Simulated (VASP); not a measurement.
VRu:

```xyz
2
Lattice="2.9900 0.0000 0.0000 0.0000 2.9900 0.0000 0.0000 0.0000 2.9900" Properties=species:S:1:pos:R:3 pbc="T T T"
V     1.4950    1.4950    1.4950
Ru    0.0000    0.0000    0.0000
```

Base run:

- Program: VASP 6.6.1
- Functional: LDA
- Potentials or basis: VASP PAW LDA potentials, release 64 (V_sv, Ru_pv)
- Cutoff: 500 eV
- k mesh: 6 × 6 × 6
- Occupations: methfessel-paxton, width 0.1 eV
- Spin: collinear spin, ferromagnetic start
- Starting moments: [1.5, 0.0] μB

Its results: pressure -10.8 GPa; net moment 0.01 μB per cell.

Problem. The run is repeated on the same cell with these changes: k mesh from 6 × 6 × 6 to 3 × 3 × 3. What comes out?

Solution. Pressure -10.3 GPa; net moment 0.58 μB per cell; site moments V +0.58; Ru -0.07 μB.

Caveats: some runs use coarse meshes; an empty level that is flat over the whole mesh can mark a ghost state of the potentials, or a narrow d or f band; the cell stands under tension (at least some runs).
